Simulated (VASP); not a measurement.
## BiTe: single point with LDA

BiTe:

```xyz
2
Lattice="2.3900 1.3798 3.2725 -2.3900 1.3798 3.2725 0.0000 -2.7597 3.2725" Properties=species:S:1:pos:R:3 pbc="T T T"
Bi    0.0000    0.0000    4.9087
Te    0.0000    0.0000    0.0000
```

```
Program                : VASP 6.6.1
Task                   : single point
Functional             : LDA
Potentials or basis    : VASP PAW LDA potentials, release 64 (Bi_d, Te)
Cutoff                 : 520 eV
k mesh                 : 7 × 7 × 7
Occupations            : fermi-dirac, width 0.05 eV
Spin                   : no spin polarisation
Dipole correction      : no
Further INCAR settings : ALGO = Normal; EDIFF = 1e-06; NBANDS = 18
```

- Pressure: -1.5 GPa

Stress tensor (GPa, compression positive):
```
-1.44  0.00  0.00
 0.00 -1.44  0.00
 0.00  0.00 -1.54
```

Levels at points of the mesh, in eV from the Fermi level:
```
           k point  band 7  band 8  band 9  band 10  band 11  band 12  band 13  band 14
(0.00, 0.00, 0.00)   -8.17   -3.02   -3.02    -1.65     1.94     2.57     2.57     4.01
```

It took 32 s on 1 thread of Intel Xeon 8259CL, with other jobs on the host, peak memory 0.18 GiB.

Caveat: spin-orbit coupling is left out, which moves the levels of the heavy elements.
